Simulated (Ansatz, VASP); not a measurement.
# CaSe in VASP and in Ansatz

```
CELL_PARAMETERS angstrom
0.00000 2.97897 2.97897
2.97897 0.00000 2.97897
2.97897 2.97897 0.00000
ATOMIC_POSITIONS crystal
Ca 0.00000 0.00000 0.00000
Se 0.50000 0.50000 0.50000
```

Alike in both runs: functional PBE; k mesh 8 × 8 × 8; no spin polarisation.

Ansatz relaxed the structure, and its values are those at the end. VASP's run is a single point on that final structure, the one shown.

|  | VASP | Ansatz |
| --- | --- | --- |
| version | VASP 6.6.1 | Ansatz 0.2.0 |
| potentials or method | VASP PAW PBE potentials, release 64 (Ca_sv, Se), cutoff 520 eV | scalar-relativistic, plane waves, PAW |
| occupations | gaussian, width 0.01 eV | fixed |
| valence electrons in the cell | 16 | 26 |

VASP gave:

* gap on the k mesh at the Fermi level (eV): 2.07
* least direct gap on the mesh (eV): 2.99
* pressure (GPa): 0.2

**Question.** What did Ansatz give for the same quantities?

**Answer.** gap on the k mesh at the Fermi level (eV): 2.08; least direct gap on the mesh (eV): 3.00; pressure (GPa): 0.0.

VASP's potentials hold 16 valence electrons a cell and Ansatz's 26, so a difference there can come from the potentials and not from the codes.
